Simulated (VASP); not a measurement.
A run of VASP 6.6.1 is set up as follows.

File INCAR:

```
SYSTEM = Ge
PREC = Accurate
ENCUT = 520
EDIFF = 1E-7
ISMEAR = -1
SIGMA = 0.03
LREAL = .False.
LASPH = .True.
NELM = 80
ALGO = Normal
ISIF = 2
LWAVE = .False.
LCHARG = .False.
GGA = PS
NBANDS = 13
```

KPOINTS

```
Automatic mesh
0
Gamma
  7 7 6
  0 0 0
```

Contents of POSCAR:

```
Ge
1.0
    1.3971490000     -2.6005160000      0.0000000000
    1.3971490000      2.6005160000      0.0000000000
    0.0000000000      0.0000000000      2.6982310000
Ge
1
Direct
    0.5000000000      0.5000000000      0.0000000000
```

Potentials or basis: VASP PAW PBE potentials, release 64 (Ge_d).

The run is started by

```sh
$ cat potpaw_PBE.64/Ge_d/POTCAR > POTCAR
$ mpirun -np 1 vasp_std > vasp.out
```

Question: What does it give for the band gap on the k mesh?

Answer: Zero (band 7 reaches 12.72 eV, above the bottom of band 8 at 4.12 eV).

Question: What does it give for the pressure?

Answer: -5.6 GPa.

Stress tensor (GPa, compression positive):
```
-2.25  0.00  0.00
 0.00 -9.94  0.00
 0.00  0.00 -4.59
```

Caveat: the k points lie up to 0.39 Å⁻¹ apart; the PAW data sets were made with another functional, which shifts forces and pressure a little.
